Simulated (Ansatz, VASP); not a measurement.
# Two plane-wave programs on In2GaP3

Contents of INCAR:

```
SYSTEM = In2GaP3
ALGO = Normal
EDIFF = 1E-6
ENCUT = 520
GGA = PE
ISIF = 2
ISMEAR = 0
LASPH = .True.
LCHARG = .True.
LELF = .True.
LREAL = .False.
LVHAR = .True.
LWAVE = .False.
NBANDS = 36
NELM = 80
PREC = Accurate
SIGMA = 0.01
```

Contents of KPOINTS:

```
k-points
0
Gamma
  6 6 2
  0 0 0
```

The input POSCAR:

```
In2GaP3
1.0
    4.0657305760      0.0000000000      0.0000000000
   -2.0328652880      3.5210259638      0.0000000000
    0.0000000000      0.0000000000      9.9895053615
Ga In P
1 2 3
Direct
    0.0000000000      0.0000000000      0.0008415830
    0.6666666667      0.3333333333      0.6734585785
    0.3333333333      0.6666666667      0.3276036500
    0.6666666667      0.3333333333      0.9292247872
    0.3333333333      0.6666666667      0.5819913807
    0.0000000000      0.0000000000      0.2368800207
```

Input for Ansatz:

```yaml
crystal:
  lattice:
    - [4.065730576, 0.0, 0.0]
    - [-2.032865288, 3.5210259638, 0.0]
    - [0.0, 0.0, 9.9895053615]
  atoms:
    - { symbol: Ga, position: [0.0, 0.0, 0.000841583] }
    - { symbol: In, position: [0.6666666667, 0.3333333333, 0.6734585785] }
    - { symbol: In, position: [0.3333333333, 0.6666666667, 0.32760365] }
    - { symbol: P, position: [0.6666666667, 0.3333333333, 0.9292247872] }
    - { symbol: P, position: [0.3333333333, 0.6666666667, 0.5819913807] }
    - { symbol: P, position: [0.0, 0.0, 0.2368800207] }
kpoints:
  mp_grid: { grid: [6, 6, 2] }
hamiltonian:
  xc: pbe
scf:
  occupations: { method: fixed }
  n_extra_bands: 5
output:
  forces: true
  stress: true
  eigenvalues: true
```

Alike in both runs: task single point; functional PBE; k mesh 6 × 6 × 2; no spin polarisation.

|  | VASP | Ansatz |
| --- | --- | --- |
| version | VASP 6.6.1 | Ansatz 0.2.0 |
| potentials or method | VASP PAW PBE potentials, release 64 (Ga_d, In_d, P) | plane waves, PAW |
| plane-wave cutoff (eV) | 520 | 420 |
| occupations | gaussian, width 0.01 eV | fixed |
| valence electrons in the cell | 54 | 54 |

|  | VASP | Ansatz | Ansatz less VASP |
| --- | --- | --- | --- |
| gap on the k mesh at the Fermi level (eV) | 0.57 | 0.58 | +0.007 |
| pressure (GPa) | 2.1 | 2.1 | +0.03 |
| traceless stress, the component that is largest in VASP (GPa) | -0.08 | -0.07 | +0.012 |
| rms of the force components (eV/Å) | 0.019 | 0.021 | +0.0017 |

Atom by atom the forces differ by 0.002 eV/Å (rms over components).
